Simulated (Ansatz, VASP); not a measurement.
# Two plane-wave programs on Pt

```
Pt
1.0
    -2.09831    2.44637    1.31129
     2.44637   -2.09831    1.31129
     2.53810    2.53810   -0.67382
Pt
2
Cartesian
  2.3740 -2.0260 1.3113
  0.3793 2.5069 0.9744
```

Alike in both runs: task single point; functional RPBE; k mesh 14 × 14 × 10; occupations fermi-dirac, width 0.1 eV; no spin polarisation.

```csv
,VASP,Ansatz
version,VASP 6.6.1,Ansatz 0.2.0
potentials or method,"VASP PAW PBE potentials, release 64 (Pt), cutoff 520 eV","plane waves (420 eV) with PAW, scalar-relativistic"
valence electrons in the cell,20,36
```

```tsv
	VASP	Ansatz	Ansatz less VASP
pressure (GPa)	20.4	21.2	+0.74
traceless stress, the component that is largest in VASP (GPa)	1.65	1.71	+0.063
```

VASP's potentials were made for PBE, not for RPBE. The functional is the same, so the differences come from potentials, cutoffs and numerics. VASP's potentials hold 20 valence electrons a cell and Ansatz's 36, so a difference there can come from the potentials and not from the codes. Ansatz's warnings: near symmetry operations not taken.

Neither program's run includes spin-orbit coupling.
